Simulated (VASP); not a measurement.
A run of VASP 6.6.1 is set up as follows.

Contents of INCAR:

```
SYSTEM = Y
PREC     = Accurate       ! precision mode
ENCUT    = 520            ! plane-wave cutoff, eV
EDIFF    = 1E-7           ! SCF threshold, eV
ISMEAR   = -1             ! smearing method
SIGMA    = 0.1            ! smearing width, eV
LREAL    = .False.        ! projectors in reciprocal space
LASPH    = .True.         ! aspherical terms in the spheres
NELM     = 60             ! most SCF steps
ALGO     = Normal         ! electronic algorithm
ISIF     = 2              ! what is computed and relaxed
LWAVE    = .False.        ! write WAVECAR
LCHARG   = .True.         ! write CHGCAR
GGA      = RP             ! functional
LELF     = .True.         ! ELF
LVHAR    = .True.       
NBANDS   = 12             ! bands
```

Contents of KPOINTS:

```
Automatic mesh
0
Gamma
  11 11 11
  0 0 0
```

POSCAR

```
Y
1.0
    3.3681015955      0.0000000000      0.0000000000
    0.0000000000      3.3681015955      0.0000000000
    0.0000000000      0.0000000000      3.3681015955
Y
1
Direct
    0.0000000000      0.0000000000      0.0000000000
```

Potentials or basis: VASP PAW PBE potentials, release 64 (Y_sv).

Run with:

```sh
$ cat potpaw_PBE.64/Y_sv/POTCAR > POTCAR
$ mpirun -np 1 vasp_std > vasp.out
```

(1) Predict the pressure.

## Answers

(1) -1.0 GPa.

Caveat: the PAW data sets were made with another functional, which shifts forces and pressure a little.
